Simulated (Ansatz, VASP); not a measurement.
# GaSb: VASP beside Ansatz

INCAR

```
SYSTEM = GaSb
ALGO     = Normal         ! electronic algorithm
EDIFF    = 1E-6           ! SCF threshold, eV
ENCUT    = 500            ! plane-wave cutoff, eV
GGA      = PE             ! functional
GGA_COMPAT= .False.      
ISIF     = 2              ! what is computed and relaxed
ISMEAR   = 0              ! smearing method
LASPH    = .True.         ! aspherical terms in the spheres
LCHARG   = .True.         ! write CHGCAR
LELF     = .True.         ! ELF
LREAL    = .False.        ! projectors in reciprocal space
LVHAR    = .True.       
LWAVE    = .False.        ! write WAVECAR
NBANDS   = 16             ! bands
NELM     = 120            ! most SCF steps
PREC     = Accurate       ! precision mode
SIGMA    = 0.05           ! smearing width, eV
```

KPOINTS

```
k-points
0
Gamma
  6 6 6
  0 0 0
```

Contents of POSCAR:

```
GaSb
1.0
    0.0000000000      3.0623042064      3.0623042064
    3.0623042064      0.0000000000      3.0623042064
    3.0623042064      3.0623042064      0.0000000000
Ga Sb
1 1
Direct
    0.0000000000      0.0000000000      0.0000000000
    0.2500000000      0.2500000000      0.2500000000
```

Input for Ansatz:

```yaml
crystal:
  lattice:
    - [0.0, 3.0623042064, 3.0623042064]
    - [3.0623042064, 0.0, 3.0623042064]
    - [3.0623042064, 3.0623042064, 0.0]
  atoms:
    - { symbol: Ga, position: [0.0, 0.0, 0.0] }
    - { symbol: Sb, position: [0.25, 0.25, 0.25] }
basis:
  ecutwfc: 420
kpoints:
  mp_grid: { grid: [6, 6, 6] }
hamiltonian:
  xc: pbe
scf:
  occupations: { method: gaussian, width: 0.05 }
output:
  forces: true
  stress: true
  eigenvalues: true
```

Alike in both runs: task single point; functional PBE; k mesh 6 × 6 × 6; occupations gaussian, width 0.05 eV; no spin polarisation.

|  | VASP | Ansatz |
| --- | --- | --- |
| version | VASP 6.6.1 | Ansatz 0.2.0 |
| potentials or method | VASP PAW PBE potentials, release 64 (Ga_d, Sb), cutoff 500 eV | scalar-relativistic, plane waves, PAW |
| valence electrons in the cell | 18 | 28 |

Ansatz gave:

* gap on the k mesh at the Fermi level (eV): none
* pressure (GPa): 2.2

Q: Which values does VASP return?

A: gap on the k mesh at the Fermi level (eV): none; pressure (GPa): 2.3.

A gap of «none» marks a metal or a gap that the smearing closes. The functional is the same, so the differences come from potentials, cutoffs and numerics. VASP's potentials hold 18 valence electrons a cell and Ansatz's 28, so a difference there can come from the potentials and not from the codes.

Spin-orbit coupling is off throughout.
